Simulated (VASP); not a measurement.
A run of VASP 6.6.1 is set up as follows.

File INCAR:

```
  PREC = Accurate
  ENCUT = 520
  EDIFF = 1E-7
  ISMEAR = 0
  SIGMA = 0.15
  LREAL = F
  LASPH = T
  NELM = 60
  ALGO = Fast
  ISIF = 2
  LWAVE = F
  LCHARG = T
  GGA = PE
  LELF = T
  LVHAR = T
  NBANDS = 18
```

The input KPOINTS:

```
regular mesh
0
Gamma
  24 24 12
```

File POSCAR:

```
Cu
1.0
    2.6608015033      0.0000000000      0.0000000000
   -1.3304007516      2.3043216963      0.0000000000
    0.0000000000      0.0000000000      4.3181995500
Cu
2
Direct
    0.3333333333      0.6666666667      0.2500000000
    0.6666666667      0.3333333333      0.7500000000
```

Potentials or basis: VASP PAW PBE potentials, release 64 (Cu).

Launch:

```sh
$ cat potpaw_PBE.64/Cu/POTCAR > POTCAR
$ mpirun -np 1 vasp_std > vasp.out
```

Problem. Predict the band gap on the k mesh.

Solution. Zero (band 11 reaches 10.03 eV, above the bottom of band 12 at 4.45 eV).

Problem. Predict the pressure.

Solution. -10.2 GPa.

Stress tensor (GPa, compression positive):
```
-10.66   0.00   0.00
  0.00 -10.66   0.00
  0.00   0.00  -9.40
```

Caveat: the cell differs from its parent crystal (strain +0.050 along x and y, +0.050 along z).
